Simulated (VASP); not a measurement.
Input of a VASP 6.6.1 run:

The input POSCAR:

```
PtSe2
1.0
    3.7174822809      0.0000000000      0.0000000000
   -1.8587411405      3.2194340934      0.0000000000
    0.3493111829      0.0000000000      5.8218530478
Pt Se
1 2
Direct
    0.0000000000      0.0000000000      0.0000000000
    0.6870483294      0.3331426488      0.7748889165
    0.3129516706      0.6668573512      0.2251110835
```

Contents of INCAR.step1:

```
SYSTEM = PtSe2
PREC     = Accurate       ! precision mode
ENCUT    = 520            ! plane-wave cutoff, eV
ISMEAR   = 0              ! smearing method
SIGMA    = 0.02           ! smearing width, eV
LREAL    = .FALSE.        ! projectors in reciprocal space
LASPH    = .TRUE.         ! aspherical terms in the spheres
NELM     = 60             ! most SCF steps
NBANDS   = 18             ! bands
GGA      = PE             ! functional
ALGO     = Normal         ! electronic algorithm
EDIFF    = 1E-4           ! SCF threshold, eV
LWAVE    = .TRUE.         ! write WAVECAR
LCHARG   = .FALSE.        ! write CHGCAR
```

The input INCAR.step2:

```
SYSTEM = PtSe2
PREC     = Accurate       ! precision mode
ENCUT    = 520            ! plane-wave cutoff, eV
EDIFF    = 1E-7           ! SCF threshold, eV
ISMEAR   = 0              ! smearing method
SIGMA    = 0.02           ! smearing width, eV
LREAL    = .FALSE.        ! projectors in reciprocal space
LASPH    = .TRUE.         ! aspherical terms in the spheres
NELM     = 60             ! most SCF steps
ALGO     = Normal         ! electronic algorithm
ISIF     = 2              ! what is computed and relaxed
LWAVE    = .FALSE.        ! write WAVECAR
LCHARG   = .TRUE.         ! write CHGCAR
METAGGA  = R2SCAN         ! meta-GGA
LMIXTAU  = .TRUE.       
LELF     = .TRUE.         ! ELF
LVHAR    = .TRUE.       
NBANDS   = 18             ! bands
ISTART   = 1
```

File KPOINTS:

```
regular mesh
0
G
  12 12 6
  0 0 0
```

Potentials or basis: VASP PAW PBE potentials, release 64 (Pt, Se).

Launch:

```console
$ cat potpaw_PBE.64/Pt/POTCAR potpaw_PBE.64/Se/POTCAR > POTCAR
$ cp INCAR.step1 INCAR
$ mpirun -np 1 vasp_std > vasp.out
$ cp INCAR.step2 INCAR
$ mpirun -np 1 vasp_std > vasp.out
```

Question: Estimate the band gap on the k mesh.

Answer: 0.47 eV (least direct gap 0.82 eV).

Question: What does it give for the largest force?

Answer: 0.006 eV/Å.

Forces on the atoms (eV/Å):
```
Pt   0.000  0.000  0.000
Se   0.000  0.000 -0.006
Se   0.000  0.000  0.006
```

Caveat: the PAW data sets were made with another functional, which shifts forces and pressure a little; spin-orbit coupling is left out, which moves the levels of the heavy elements. A k mesh can miss the band edges.
